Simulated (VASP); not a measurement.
## Y: single point with PBEsol

Y:

```
Y
1.0
    -1.79123    1.79123    1.79123
     1.79123   -1.79123    1.79123
     1.79123    1.79123   -1.79123
Y
1
Direct
  0.00000 0.00000 0.00000
```

This isn't the form of Y at room conditions, which is hcp.

- Program: VASP 6.6.1
- Task: single point
- Functional: PBEsol
- Potentials or basis: VASP PAW PBE potentials, release 64 (Y_sv)
- Cutoff: 500 eV
- k mesh: 8 × 8 × 8
- Occupations: gaussian, width 0.1 eV
- Spin: no spin polarisation

| Item | Value |
| --- | --- |
| Pressure | 19.2 GPa |
| Band gap on the k mesh | zero (an odd number of electrons rules out a gap without spin polarisation) |

Levels at points of the mesh, in eV from the Fermi level:
```csv
k point,band 1,band 2,band 3,band 4,band 5,band 6,band 7,band 8,band 9,band 10
"(0.00, 0.00, 0.00)",-42.00,-21.20,-21.20,-21.20,-5.07,2.10,2.10,2.10,4.87,4.87
"(0.50, 0.00, 0.00)",-41.70,-22.86,-21.70,-21.22,-2.59,-0.12,2.52,5.02,5.91,8.62
"(0.50, 0.50, 0.50)",-41.51,-22.30,-22.30,-22.30,-2.51,-2.51,7.69,7.69,7.69,8.24
```

Run time: 8.2 s on 1 thread of AMD EPYC 7R13 Processor (Zen 3), with other jobs on the host, peak memory 0.12 GiB.

Caveat: the cell stands under pressure; the PAW data sets were made with another functional, which shifts forces and pressure a little.
